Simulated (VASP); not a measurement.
# Si2Ge (P-4n2) in VASP: a series of runs, part 2 of 2

VASP 6.6.1.

### Step 3. Single point, PBE

This run uses another cell than the first one, of 19.69 Å³/atom, 1.068 times its volume.

Input file INCAR:

```
SYSTEM = Si2Ge
PREC = Accurate
ENCUT = 520
EDIFF = 1E-6
ISMEAR = 0
SIGMA = 0.1
LREAL = .FALSE.
LASPH = .TRUE.
NELM = 80
ALGO = Normal
ISIF = 2
LWAVE = .FALSE.
LCHARG = .TRUE.
GGA = PE
LELF = .TRUE.
LVHAR = .TRUE.
NBANDS = 31
```

Input file KPOINTS:

```
regular mesh
0
G
  4 4 4
  0 0 0
```

Input file POSCAR:

```
Si2Ge
1.0
    4.9112324400      0.0000000000      0.0000000000
    0.0000000000      4.9112324400      0.0000000000
    0.0000000000      0.0000000000      4.8967278400
Si Ge
4 2
Direct
    0.1548886100      0.3451113900      0.2500000000
    0.8451113900      0.6548886100      0.2500000000
    0.3451113900      0.8451113900      0.7500000000
    0.6548886100      0.1548886100      0.7500000000
    0.5000000000      0.5000000000      0.0000000000
    0.0000000000      0.0000000000      0.5000000000
```

Potentials or basis: VASP PAW PBE potentials, release 64 (Si, Ge_d).

Started as:

```sh
$ cat potpaw_PBE.64/Si/POTCAR potpaw_PBE.64/Ge_d/POTCAR > POTCAR
$ mpirun -np 1 vasp_std > vasp.out
```

OUTCAR:

```text
SYSTEM = Si2Ge
   PREC = Accurate
   ENCUT = 520
   EDIFF = 1E-6
   ISMEAR = 0
   LREAL = .FALSE.
   LASPH = .TRUE.
   NELM = 80
   ISIF = 2
   GGA = PE

 ion  position               nearest neighbor table
   1  0.155  0.345  0.250-   2 2.15   5 2.22   6 2.22
   2  0.845  0.655  0.250-   1 2.15   5 2.22   6 2.22
   3  0.345  0.845  0.750-   4 2.15   5 2.22   6 2.22
   4  0.655  0.155  0.750-   3 2.15   5 2.22   6 2.22
   5  0.500  0.500  0.000-   1 2.22   2 2.22   3 2.22   4 2.22
   6  0.000  0.000  0.500-   1 2.22   2 2.22   3 2.22   4 2.22

  LATTYP: Found a simple tetragonal cell.
 ALAT       =     4.9112324400
 C/A-ratio  =     0.9970466476

  Lattice vectors:

 A1 = (   4.9112324400,   0.0000000000,   0.0000000000)
 A2 = (   0.0000000000,   4.9112324400,   0.0000000000)
 A3 = (   0.0000000000,   0.0000000000,   4.8967278400)

Analysis of symmetry for initial positions (statically):
=====================================================================
 Subroutine PRICEL returns:
 Original cell was already a primitive cell.

[... 174 lines left out ...]

 val. band max:        6.0483502092   @ k =   0.2500   0.0000   0.0000
 cond. band min:       6.0936919175   @ k =   0.5000   0.2500   0.5000
 fundamental gap:      0.0453417084
 Fermi energy:         6.0661903981

 k-point     1 :       0.0000    0.0000    0.0000
  band No.  band energies     occupation
      1     -18.6119      2.00000
      2     -18.6045      2.00000
      3     -18.5958      2.00000
      4     -18.5958      2.00000
      5     -18.5892      2.00000
      6     -18.5892      2.00000
[... 601 lines left out ...]
     30      10.9326      0.00000
     31      11.1951      0.00000

------------------------ aborting loop because EDIFF is reached ----------------------------------------

  FORCE on cell =-STRESS in cart. coord.  units (eV):
  Direction    XX          YY          ZZ          XY          YZ          ZX
  --------------------------------------------------------------------------------------
  -------------------------------------------------------------------------------------
  Total       18.5545895     18.5545895      8.6695704      0.0000000      0.0000000      0.0000000
  in kB      251.6952313    251.6952313    117.6037617      0.0000000      0.0000000      0.0000000
  external PRESSURE =     206.9980748 kB  Pullay stress =       0.0000000 kB

 VOLUME and BASIS-vectors are now :
 -----------------------------------------------------------------------------
  energy-cutoff  :      520.00
  volume of cell :      118.11
      direct lattice vectors                 reciprocal lattice vectors
     4.911232440  0.000000000  0.000000000     0.203614879  0.000000000  0.000000000
     0.000000000  4.911232440  0.000000000     0.000000000  0.203614879  0.000000000
     0.000000000  0.000000000  4.896727840     0.000000000  0.000000000  0.204218007

 POSITION                                       TOTAL-FORCE (eV/Angst)
 -----------------------------------------------------------------------------------
      0.76069      1.69492      1.22418         0.629274     -0.629274     -0.000000
      4.15054      3.21631      1.22418        -0.629274      0.629274     -0.000000
      1.69492      4.15054      3.67255        -0.629274     -0.629274      0.000000
      3.21631      0.76069      3.67255         0.629274      0.629274      0.000000
      2.45562      2.45562      0.00000        -0.000000     -0.000000      0.000000
      0.00000      0.00000      2.44836        -0.000000     -0.000000      0.000000
 -----------------------------------------------------------------------------------
    total drift:                               -0.000000      0.000000     -0.000000

  FREE ENERGIE OF THE ION-ELECTRON SYSTEM (eV)
  ---------------------------------------------------
  free  energy   TOTEN  =       -24.7422660553 eV

  energy  without entropy=      -24.7123698300  energy(sigma->0) =      -24.72731794
```

stdout:

```text
POSCAR found type information on POSCAR SiGe
 POSCAR found :  2 types and       6 ions
 scaLAPACK will be used
 LDA part: xc-table for (Slater+PW92), standard interpolation
 POSCAR, INCAR and KPOINTS ok, starting setup
 FFT: planning ... GRIDC
 FFT: planning ... GRID_SOFT
 FFT: planning ... GRID
 WAVECAR not read
 entering main loop
```

It took 61 s on 1 thread of Intel Xeon Platinum 8259CL at 2.50GHz (Skylake/Cascade Lake), shared host; peak memory 0.25 GiB.

What came out:

```
Free energy            : -24.7423 eV
Pressure               : 20.7 GPa
Largest force          : 0.890 eV/Å
Band gap on the k mesh : zero (band 22 reaches 7.64 eV, above the bottom of band 23 at 6.02 eV)
```

Forces on the atoms (eV/Å):
```
Si   0.629 -0.629  0.000
Si  -0.629  0.629  0.000
Si  -0.629 -0.629  0.000
Si   0.629  0.629  0.000
Ge   0.000  0.000  0.000
Ge   0.000  0.000  0.000
```

Stress tensor (GPa, compression positive):
```
25.17  0.00  0.00
 0.00 25.17  0.00
 0.00  0.00 11.76
```

Levels at points of the mesh, in eV from the Fermi level:
```tsv
k point	band 18	band 19	band 20	band 21	band 22	band 23	band 24	band 25	band 26	band 27
(0.00, 0.00, 0.00)	-3.32	-3.32	-2.98	-2.60	0.41	0.41	0.57	1.27	1.88	3.30
(0.50, 0.00, 0.00)	-4.14	-2.40	-2.40	-0.34	-0.34	1.05	1.05	2.14	2.14	2.75
(0.50, 0.50, 0.00)	-3.72	-2.53	-2.53	-1.72	-1.72	1.42	1.42	3.25	3.25	4.10
(0.00, 0.00, 0.50)	-4.22	-3.60	-3.60	-0.27	-0.27	0.82	0.82	2.03	2.03	2.71
(0.50, 0.00, 0.50)	-4.07	-2.82	-2.82	-1.35	-1.35	1.11	1.11	2.95	2.95	4.32
(0.50, 0.50, 0.50)	-5.38	-0.63	-0.63	1.00	1.58	1.58	2.63	2.83	3.62	3.75
```

### Step 4. Single point, PBE

This run uses another cell than the first one, of 18.10 Å³/atom, 0.982 times its volume.

Input file INCAR:

```
PREC = Accurate
ENCUT = 520
EDIFF = 1E-6
ISMEAR = 0
SIGMA = 0.1
LREAL = False
LASPH = True
NELM = 80
ALGO = Normal
ISIF = 2
LWAVE = False
LCHARG = False
GGA = PE
NBANDS = 31
```

Input file KPOINTS:

```
Automatic mesh
0
Gamma
  4 4 6
```

Input file POSCAR:

```
Si2Ge
1.0
    6.3730429740      0.0000000000      0.0000000000
    0.0000000000      6.3730429740      0.0000000000
    0.0000000000      0.0000000000      2.6735276399
Si Ge
4 2
Direct
    0.1309151239      0.3690848761      0.2500000000
    0.8690848761      0.6309151239      0.2500000000
    0.3690848761      0.8690848761      0.7500000000
    0.6309151239      0.1309151239      0.7500000000
    0.5000000000      0.5000000000      0.0000000000
    0.0000000000      0.0000000000      0.5000000000
```

Potentials or basis: VASP PAW PBE potentials, release 64 (Si, Ge_d).

Started as:

```sh
$ cat potpaw_PBE.64/Si/POTCAR potpaw_PBE.64/Ge_d/POTCAR > POTCAR
$ mpirun -np 1 vasp_std > vasp.out
```

OUTCAR:

```text
PREC = Accurate
   ENCUT = 520
   EDIFF = 1E-6
   ISMEAR = 0
   LREAL = False
   LASPH = True
   NELM = 80
   ISIF = 2
   GGA = PE

 ion  position               nearest neighbor table
   1  0.131  0.369  0.250-   2 2.36   5 2.58   6 2.58
   2  0.869  0.631  0.250-   1 2.36   5 2.58   6 2.58
   3  0.369  0.869  0.750-   4 2.36   5 2.58   6 2.58
   4  0.631  0.131  0.750-   3 2.36   5 2.58   6 2.58
   5  0.500  0.500  0.000-   1 2.58   2 2.58   3 2.58   4 2.58
   6  0.000  0.000  0.500-   1 2.58   2 2.58   3 2.58   4 2.58

  LATTYP: Found a simple tetragonal cell.
 ALAT       =     6.3730429740
 C/A-ratio  =     0.4195056664

  Lattice vectors:

 A1 = (   6.3730429740,   0.0000000000,   0.0000000000)
 A2 = (   0.0000000000,   6.3730429740,   0.0000000000)
 A3 = (   0.0000000000,   0.0000000000,   2.6735276399)

Analysis of symmetry for initial positions (statically):
=====================================================================
 Subroutine PRICEL returns:
 Original cell was already a primitive cell.

 Routine SETGRP: Setting up the symmetry group for a
 simple tetragonal supercell.

 Subroutine GETGRP returns: Found  8 space group operations
 (whereof  4 operations were pure point group operations)
 out of a pool of 16 trial point group operations.

The static configuration has the point symmetry S_4 .
 The point group associated with its full space group is D_2d.

Analysis of symmetry for dynamics (positions and initial velocities):
=====================================================================
 Subroutine PRICEL returns:
 Original cell was already a primitive cell.

 Routine SETGRP: Setting up the symmetry group for a
 simple tetragonal supercell.

 Subroutine GETGRP returns: Found  8 space group operations
 (whereof  4 operations were pure point group operations)
 out of a pool of 16 trial point group operations.

[... 128 lines left out ...]
     AMIX_MAG =   1.60;   BMIX_MAG =  1.00
  volume/ion in A,a.u.               =      18.10       122.13
  Fermi-wavevector in a.u.,A,eV,Ry     =   1.211434  2.289277 19.967519  1.467571
  Thomas-Fermi vector in A             =   2.346949
   LORBIT       =      0    0 simple, 1 ext, 2 COOP (PROOUT), +10 PAW based schemes
   GGA     = PE    functional components
   LHFCALC =     F    Hartree Fock is set to
   AEXX    =    0.0000 exact exchange contribution
   IVDW    =     0    specifies the selected vdW correction
   LEPSILON=     F    determine dielectric tensor
   LRPA    =     F    only Hartree local field effects (RPA)
 non-spin polarized calculation
 Gauss-broadening in eV      SIGMA  =   0.10
  energy-cutoff  :      520.00
  volume of cell :      108.59
 maximum number of plane-waves:      2946
 NGX is ok and might be reduce to    48
   NGX = 23   NGY = 23   NGZ =  9

 number of electron      43.9999974 magnetization

 Free energy of the ion-electron system (eV)
  ---------------------------------------------------
  ext. energy  EPLUGINS =         0.00000000
  ---------------------------------------------------
  free energy    TOTEN  =       -28.31123543 eV

  energy without entropy =      -28.30424715  energy(sigma->0) =      -28.30774129

 E-fermi :   7.1132     XC(G=0): -10.5451

 val. band max:        7.0305342601   @ k =   0.5000   0.5000   0.5000
 cond. band min:       7.1385789935   @ k =   0.5000   0.5000   0.5000
 fundamental gap:      0.1080447334
 Fermi energy:         7.1132487741

 k-point     1 :       0.0000    0.0000    0.0000
  band No.  band energies     occupation
      1     -17.6708      2.00000
      2     -17.6703      2.00000
      3     -17.5232      2.00000
      4     -17.5195      2.00000
      5     -17.4968      2.00000
      6     -17.4946      2.00000
[... 805 lines left out ...]
     30      10.0285      0.00000
     31      10.7368      0.00000

------------------------ aborting loop because EDIFF is reached ----------------------------------------

  FORCE on cell =-STRESS in cart. coord.  units (eV):
  Direction    XX          YY          ZZ          XY          YZ          ZX
  --------------------------------------------------------------------------------------
  -------------------------------------------------------------------------------------
  Total        0.0811015      0.0811015      0.1522144      0.0000000     -0.0000000      0.0000000
  in kB        1.1966340      1.1966340      2.2458868      0.0000000     -0.0000000      0.0000000
  external PRESSURE =       1.5463849 kB  Pullay stress =       0.0000000 kB

 VOLUME and BASIS-vectors are now :
 -----------------------------------------------------------------------------
  energy-cutoff  :      520.00
  volume of cell :      108.59
      direct lattice vectors                 reciprocal lattice vectors
     6.373042974  0.000000000  0.000000000     0.156910914  0.000000000  0.000000000
     0.000000000  6.373042974  0.000000000     0.000000000  0.156910914  0.000000000
     0.000000000  0.000000000  2.673527640     0.000000000  0.000000000  0.374037652

 POSITION                                       TOTAL-FORCE (eV/Angst)
 -----------------------------------------------------------------------------------
      0.83433      2.35219      0.66838        -0.022810      0.022810     -0.000000
      5.53872      4.02085      0.66838         0.022810     -0.022810     -0.000000
      2.35219      5.53872      2.00515         0.022810      0.022810      0.000000
      4.02085      0.83433      2.00515        -0.022810     -0.022810      0.000000
      3.18652      3.18652      0.00000        -0.000000      0.000000      0.000000
      0.00000      0.00000      1.33676        -0.000000      0.000000      0.000000
 -----------------------------------------------------------------------------------
    total drift:                                0.000000     -0.000000      0.000000

  FREE ENERGIE OF THE ION-ELECTRON SYSTEM (eV)
  ---------------------------------------------------
  free  energy   TOTEN  =       -28.3112354263 eV

  energy  without entropy=      -28.3042471497  energy(sigma->0) =      -28.30774129
```

OSZICAR:

```text
N       E                     dE             d eps       ncg     rms          rms(c)
DAV:   1     0.336652390745E+03    0.33665E+03   -0.20142E+04  1806   0.271E+03
DAV:   2     0.277329482096E+02   -0.30892E+03   -0.29422E+03  1488   0.725E+02
DAV:   3    -0.259037999527E+02   -0.53637E+02   -0.52276E+02  1763   0.153E+02
DAV:   4    -0.284194878165E+02   -0.25157E+01   -0.24999E+01  1875   0.368E+01
DAV:   5    -0.284831798611E+02   -0.63692E-01   -0.63674E-01  1738   0.641E+00    0.571E+00
DAV:   6    -0.283545414696E+02    0.12864E+00   -0.16270E-01  2145   0.318E+00    0.332E+00
DAV:   7    -0.283128258253E+02    0.41716E-01   -0.13104E-01  1831   0.198E+00    0.388E-01
DAV:   8    -0.283111210004E+02    0.17048E-02   -0.23831E-02  1910   0.107E+00    0.213E-01
DAV:   9    -0.283112078981E+02   -0.86898E-04   -0.14141E-03  1929   0.267E-01    0.128E-01
DAV:  10    -0.283112403800E+02   -0.32482E-04   -0.21724E-04  1906   0.682E-02    0.477E-02
DAV:  11    -0.283112390548E+02    0.13252E-05   -0.70569E-05  2139   0.928E-02    0.103E-02
DAV:  12    -0.283112357726E+02    0.32821E-05   -0.19676E-05  1954   0.362E-02    0.106E-02
DAV:  13    -0.283112354263E+02    0.34639E-06   -0.15879E-06  1380   0.871E-03
   1 F= -.28311235E+02 E0= -.28307741E+02  d E =-.698828E-02
```

Wall time 61 s (1 thread of Intel Xeon Platinum 8259CL at 2.50GHz (Skylake/Cascade Lake), shared host); peak memory 0.23 GiB.

What came out:

```yaml
Free_energy: -28.3112 eV
Pressure: 0.2 GPa
Largest_force: 0.032 eV/Å
Band_gap_on_the_k_mesh: zero (band 22 reaches 8.94 eV, above the bottom of band 23 at 6.01 eV)
```

Forces on the atoms (eV/Å):
```
Si  -0.023  0.023  0.000
Si   0.023 -0.023  0.000
Si   0.023  0.023  0.000
Si  -0.023 -0.023  0.000
Ge   0.000  0.000  0.000
Ge   0.000  0.000  0.000
```

Caveat: the k points lie up to 0.39 Å⁻¹ apart.

### Step 5. The runs side by side

| cell | k mesh | gap on the mesh (eV) | pressure (GPa) | largest force (eV/Å) |
| --- | --- | --- | --- | --- |
| a = 6.086, b = 6.086, c = 2.985 Å, 6 atoms | 4 × 4 × 4 | none | 0.0 | 0.01 |
| a = 4.911, b = 4.911, c = 4.897 Å, 6 atoms | 4 × 4 × 4 | none | 20.7 | 0.89 |
| a = 6.373, b = 6.373, c = 2.674 Å, 6 atoms | 4 × 4 × 6 | none | 0.2 | 0.03 |

Alike in all rows: task single point; level PBE; potentials or basis VASP PAW PBE potentials, release 64 (Si, Ge_d); no spin polarisation; cutoff (eV) 520; smearing gaussian 0.1 eV.

Caveats: some runs use coarse meshes.

Absolute energies hang on the potentials; compare differences alone.
